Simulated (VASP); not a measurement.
A run of VASP 6.6.1:

The input POSCAR:

```
Ag
1.0
    0.0000000000      2.0506901544      2.0506901544
    2.0506901544      0.0000000000      2.0506901544
    2.0506901544      2.0506901544      0.0000000000
Ag
1
Direct
    0.0000000000      0.0000000000      0.0000000000
```

Contents of INCAR.step1:

```
SYSTEM = Ag
PREC = Accurate ; ENCUT = 550
ISMEAR = -1 ; SIGMA = 0.05
LREAL = .False. ; LASPH = .True.
NELM = 120 ; NBANDS = 12
GGA = PE ; ALGO = Normal
EDIFF = 1E-5 ; LWAVE = .True.
LCHARG = .False. ; GGA_COMPAT = .False.
```

The input INCAR.step2:

```
SYSTEM = Ag
PREC = Accurate ; ENCUT = 550
EDIFF = 1E-6 ; ISMEAR = -1
SIGMA = 0.05 ; LREAL = .False.
LASPH = .True. ; NELM = 120
ALGO = Normal ; ISIF = 2
LWAVE = .False. ; LCHARG = .False.
METAGGA = R2SCAN ; LMIXTAU = .True.
NBANDS = 12 ; ISTART = 1
GGA_COMPAT = .False.
```

KPOINTS

```
regular mesh
0
Gamma
  11 11 11
  0 0 0
```

Potentials or basis: VASP PAW PBE potentials, release 64 (Ag).

Run with:

```bash
$ cat potpaw_PBE.64/Ag/POTCAR > POTCAR
$ cp INCAR.step1 INCAR
$ mpirun -np 1 vasp_std > vasp.out
$ cp INCAR.step2 INCAR
$ mpirun -np 1 vasp_std > vasp.out
```

Hardware: 1 thread of Intel(R) Xeon(R) 6975P-C (Granite Rapids), with other jobs on the host.

Task: Estimate the wall time of this run.

Result: Run time: 15 s on 1 thread of Intel(R) Xeon(R) 6975P-C (Granite Rapids) (shared host), peak memory 0.15 GiB. Counts: k points 56.
